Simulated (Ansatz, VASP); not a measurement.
Two plane-wave programs on In

The input POSCAR:

```
In
1.0
    3.3014750961      0.0000000000      0.0000000000
   -1.6507375480      2.8591613032      0.0000000000
    0.0000000000      0.0000000000     10.6949147635
In
4
Direct
    1.0000000000      0.0000000000      1.0000000000
    1.0000000000      0.0000000000      0.5000000000
    0.3333333333      0.6666666667      0.2500000000
    0.6666666667      0.3333333333      0.7500000000
```

File INCAR.step1:

```
PREC = Accurate
ENCUT = 520
ISMEAR = -1
SIGMA = 0.1
LREAL = F
LASPH = T
NELM = 100
NBANDS = 34
GGA = PE
ALGO = Normal
EDIFF = 1E-4
LWAVE = T
LCHARG = F
```

Contents of INCAR.step2:

```
PREC = Accurate
ENCUT = 520
EDIFF = 1E-6
ISMEAR = -1
SIGMA = 0.1
LREAL = F
LASPH = T
NELM = 100
ALGO = Normal
ISIF = 2
LWAVE = F
LCHARG = F
METAGGA = R2SCAN
LMIXTAU = T
NBANDS = 34
ISTART = 1
```

Contents of KPOINTS:

```
regular mesh
0
Gamma
  12 12 4
```

Input for Ansatz:

```yaml
crystal:
  lattice:
    - [3.3014750961, 0.0, 0.0]
    - [-1.650737548, 2.8591613032, 0.0]
    - [0.0, 0.0, 10.6949147635]
  atoms:
    - { symbol: In, position: [1.0, 0.0, 1.0] }
    - { symbol: In, position: [1.0, 0.0, 0.5] }
    - { symbol: In, position: [0.3333333333, 0.6666666667, 0.25] }
    - { symbol: In, position: [0.6666666667, 0.3333333333, 0.75] }
hamiltonian:
  xc: r2scan
  pseudopotentials:
    kind: paw
    azcp:
      In: "pseudopotentials/In.paw.azcp"
basis:
  ecutwfc: 500
  fft_grid_basis: typed
kpoints:
  mp_grid: { grid: [12, 12, 4], shift: [0, 0, 0] }
magnetization:
  spin_polarized: false
scf:
  occupations: { method: fermi_dirac, width: 0.1 }
  lower_state_search: "off"
output:
  stress: true
```

Alike in both runs: task single point; functional r2SCAN; k mesh 12 × 12 × 4; occupations fermi-dirac, width 0.1 eV; no spin polarisation.

|  | VASP | Ansatz |
| --- | --- | --- |
| version | VASP 6.6.1 | Ansatz 0.2.0 |
| potentials or method | VASP PAW PBE potentials, release 64 (In_d), cutoff 520 eV | plane waves (500 eV) with PAW, scalar-relativistic |
| valence electrons in the cell | 52 | 52 |

|  | VASP | Ansatz | Ansatz less VASP |
| --- | --- | --- | --- |
| pressure (GPa) | 2.0 | 2.0 | -0.03 |
| traceless stress, the component that is largest in VASP (GPa) | 0.13 | 0.13 | +0.003 |

VASP's potentials were made for PBE, not for r2SCAN. With one functional, cell and mesh, what is left measures potentials, basis and numerics.
